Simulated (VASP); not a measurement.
Runs of VASP 6.6.1 on BN. The structure is that of space group P6_3/mmc (No. 194), or close to it. The cells are those of the table. 

```csv
task,level,potentials or basis,cell,k mesh,cutoff (eV),smearing,gap on the mesh (eV),pressure (GPa),relaxed volume (Å³/atom)
relaxation of cell and atoms,PBE+D3(BJ),"VASP PAW PBE potentials, release 64 (B, N)","relaxed from a = 2.498, b = 2.498, c = 6.636 Å, angles 90.0, 90.0, 120.0°, 4 atoms",12 × 12 × 4,600,fermi-dirac 0.02 eV,4.25,0.0,8.92
dielectric tensor,PBE,"VASP PAW PBE potentials, release 64 (B, N)","a = 2.501, b = 2.501, c = 6.524 Å, angles 90.0, 90.0, 120.0°, 4 atoms",9 × 9 × 4,520,gaussian 0.01 eV,(b),-,-
dielectric tensor,r2SCAN,"VASP PAW PBE potentials, release 64 (B, N)","a = 2.501, b = 2.501, c = 6.524 Å, angles 90.0, 90.0, 120.0°, 4 atoms",9 × 9 × 4,520,gaussian 0.01 eV,5.01,-,-
single point,PBE+D3(BJ),"VASP PAW PBE potentials, release 64 (B, N)","a = 2.506, b = 2.506, c = 6.614 Å, angles 90.0, 90.0, 120.0°, 4 atoms",12 × 12 × 4,520,fermi-dirac 0.02 eV,4.27,0.1,-
single point,PBE,"VASP PAW PBE potentials, release 64 (B, N)","a = 2.501, b = 2.501, c = 6.524 Å, angles 90.0, 90.0, 120.0°, 4 atoms",12 × 12 × 4,520,fermi-dirac 0.02 eV,4.25,4.7,-
single point,LDA,"VASP PAW LDA potentials, release 64 (B, N)","a = 2.501, b = 2.501, c = 6.524 Å, angles 90.0, 90.0, 120.0°, 4 atoms",12 × 12 × 4,520,gaussian 0.01 eV,(a),-3.1,-
relaxation of cell and atoms,r2SCAN+rVV10,"VASP PAW PBE potentials, release 64 (B, N)","relaxed from a = 2.506, b = 2.506, c = 6.614 Å, angles 90.0, 90.0, 120.0°, 4 atoms",12 × 12 × 4,600,fermi-dirac 0.02 eV,4.79,0.0,8.81
single point,r2SCAN+rVV10,"VASP PAW PBE potentials, release 64 (B, N)","a = 2.501, b = 2.501, c = 6.524 Å, angles 90.0, 90.0, 120.0°, 4 atoms",12 × 12 × 4,520,fermi-dirac 0.02 eV,(d),0.4,-
single point,PBE,"VASP PAW PBE potentials, release 64 (B, N)","a = 2.501, b = 2.501, c = 6.524 Å, angles 90.0, 90.0, 120.0°, 4 atoms",6 × 6 × 2,520,gaussian 0.01 eV,4.26,4.7,-
relaxation of cell and atoms,PBE+D4,"VASP PAW PBE potentials, release 64 (B, N)","relaxed from a = 2.506, b = 2.506, c = 6.614 Å, angles 90.0, 90.0, 120.0°, 4 atoms",12 × 12 × 4,600,fermi-dirac 0.02 eV,4.22,0.0,8.84
single point,PBE+D4,"VASP PAW PBE potentials, release 64 (B, N)","a = 2.507, b = 2.507, c = 6.554 Å, angles 90.0, 90.0, 120.0°, 4 atoms",12 × 12 × 4,520,fermi-dirac 0.02 eV,(c),0.1,-
```

Alike in all rows: no spin polarisation.

Question: Estimate the missing entries.

Answer: (a) 4.04; (b) 4.38; (c) 4.24; (d) 4.80.

Caveats: some runs use coarse meshes; this functional lacks dispersion, which binds the layers, so the pressure and a relaxed spacing across them are unreliable (some runs); the PAW data sets were made with another functional, which shifts forces and pressure a little (some runs).

A k mesh can miss the band edges.
